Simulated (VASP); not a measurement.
A run of VASP 6.6.1 is set up as follows.

Contents of INCAR:

```
PREC = Accurate
ENCUT = 600
EDIFF = 1E-7
ISMEAR = 0
SIGMA = 0.1
LREAL = F
LASPH = T
NELM = 100
ALGO = Normal
ISIF = 3
LWAVE = F
LCHARG = F
GGA = PE
IBRION = 2
NSW = 100
EDIFFG = -0.01
```

Contents of KPOINTS:

```
Automatic mesh
0
Gamma
  10 10 6
```

Contents of POSCAR:

```
Li2TaO3
1.0
    3.7852468249      0.0000000000      0.0000000000
    0.0000000000      3.7852468249      0.0000000000
    0.0000000000      0.0000000000      7.6658713139
Li Ta O
2 1 3
Direct
    0.0000000000      0.0000000000      0.9888815557
    0.0000000000      0.0000000000      0.5500842625
    0.5000000000      0.5000000000      0.3600966292
    0.5000000000      0.5000000000      0.1259481228
    0.5000000000      0.0000000000      0.4353385849
    0.0000000000      0.5000000000      0.4353385849
```

Potentials or basis: VASP PAW PBE potentials, release 64 (Li_sv, Ta_pv, O).

The run is started by

```sh
$ cat potpaw_PBE.64/Li_sv/POTCAR potpaw_PBE.64/Ta_pv/POTCAR potpaw_PBE.64/O/POTCAR > POTCAR
$ mpirun -np 1 vasp_std > vasp.out
```

(1) Predict the relaxed cell.

(2) Estimate the band gap on the k mesh.

Answers

(1) a = 3.787 Å, b = 3.787 Å, c = 7.601 Å, α = 90.00°, β = 90.00°, γ = 90.00°.

(2) zero (an odd number of electrons rules out a gap without spin polarisation).

Caveat: spin-orbit coupling is left out, which moves the levels of the heavy elements; an odd number of electrons without spin polarisation forces a metal; a magnetic or distorted state may lie lower.
